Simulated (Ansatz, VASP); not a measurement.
**Al12H: VASP beside Ansatz**

INCAR

```
PREC = Accurate
ENCUT = 520
EDIFF = 1E-6
ISMEAR = 0
SIGMA = 0.1
LREAL = False
LASPH = True
NELM = 150
ALGO = Normal
ISIF = 2
LWAVE = False
LCHARG = True
ISPIN = 2
MAGMOM = 0 0 0 0 0 0 0 0 0 0 0 0 1
LORBIT = 11
LDIPOL = True
IDIPOL = 3
DIPOL = 0.5 0.5 0.307
GGA = PE
LELF = True
LVHAR = True
LVACPOTAV = True
NBANDS = 34
```

File KPOINTS:

```
regular mesh
0
Gamma
  6 6 1
```

POSCAR

```
Al12H
1.0
    5.7143028096      0.0000000000      0.0000000000
   -2.8571514048      4.9487313980      0.0000000000
    0.0000000000      0.0000000000     21.6016424764
Al H
12 1
Direct
    0.3333333333      0.1666666667      0.1851711047
    0.3333333333      0.6666666667      0.1851711047
    0.8333333333      0.1666666667      0.1851711047
    0.8333333333      0.6666666667      0.1851711047
    0.1666666667      0.3333333333      0.2916873740
    0.1666666667      0.8333333333      0.2916873740
    0.6666666667      0.3333333333      0.2916873740
    0.6666666667      0.8333333333      0.2916873740
    0.0000000000      0.0000000000      0.3981939098
    0.0000000000      0.5000000000      0.3981939098
    0.5000000000      0.0000000000      0.3981939098
    0.5000000000      0.5000000000      0.3981939098
    0.4444444444     -0.4444444444      0.4940199565
```

Input for Ansatz:

```yaml
crystal:
  lattice:
    - [5.7143028096, 0.0, 0.0]
    - [-2.8571514048, 4.948731398, 0.0]
    - [0.0, 0.0, 21.6016424764]
  atoms:
    - { symbol: Al, position: [0.3333333333, 0.1666666667, 0.1851711047] }
    - { symbol: Al, position: [0.3333333333, 0.6666666667, 0.1851711047] }
    - { symbol: Al, position: [0.8333333333, 0.1666666667, 0.1851711047] }
    - { symbol: Al, position: [0.8333333333, 0.6666666667, 0.1851711047] }
    - { symbol: Al, position: [0.1666666667, 0.3333333333, 0.291687374] }
    - { symbol: Al, position: [0.1666666667, 0.8333333333, 0.291687374] }
    - { symbol: Al, position: [0.6666666667, 0.3333333333, 0.291687374] }
    - { symbol: Al, position: [0.6666666667, 0.8333333333, 0.291687374] }
    - { symbol: Al, position: [0.0, 0.0, 0.3981939098] }
    - { symbol: Al, position: [0.0, 0.5, 0.3981939098] }
    - { symbol: Al, position: [0.5, 0.0, 0.3981939098] }
    - { symbol: Al, position: [0.5, 0.5, 0.3981939098] }
    - { symbol: H, position: [0.4444444444, -0.4444444444, 0.4940199565], spin: 1.0 }
basis:
  ecutwfc: 420
kpoints:
  mp_grid: { grid: [6, 6, 1] }
hamiltonian:
  xc: pbe
scf:
  occupations: { method: gaussian, width: 0.1 }
output:
  forces: true
  eigenvalues: true
  populations: true
magnetization:
  spin_polarized: true
efield:
  axis: 3
  dipole_correction: true
  ramp_width: 0.04
```

Alike in both runs: task single point; functional PBE; k mesh 6 × 6 × 1; occupations gaussian, width 0.1 eV; collinear spin.

|  | VASP | Ansatz |
| --- | --- | --- |
| version | VASP 6.6.1 | Ansatz 0.2.0 |
| potentials or method | VASP PAW PBE potentials, release 64 (Al, H), cutoff 520 eV | scalar-relativistic, plane waves, PAW |
| valence electrons in the cell | 37 | 37 |

|  | VASP | Ansatz | Ansatz less VASP |
| --- | --- | --- | --- |
| gap on the k mesh at the Fermi level (eV) | none | none | - |
| rms of the force components (eV/Å) | 0.436 | 0.436 | 0.0000 |
| net moment per atom (μB) | 0.00 | 0.00 | 0.000 |
| work function, face that differs most (eV) | 3.97 | 3.97 | -0.002 |

Atom by atom the forces differ by 0.001 eV/Å (rms over components). A gap of «none» marks a metal or a gap that the smearing closes. Ansatz's warnings: seeded moment not kept.
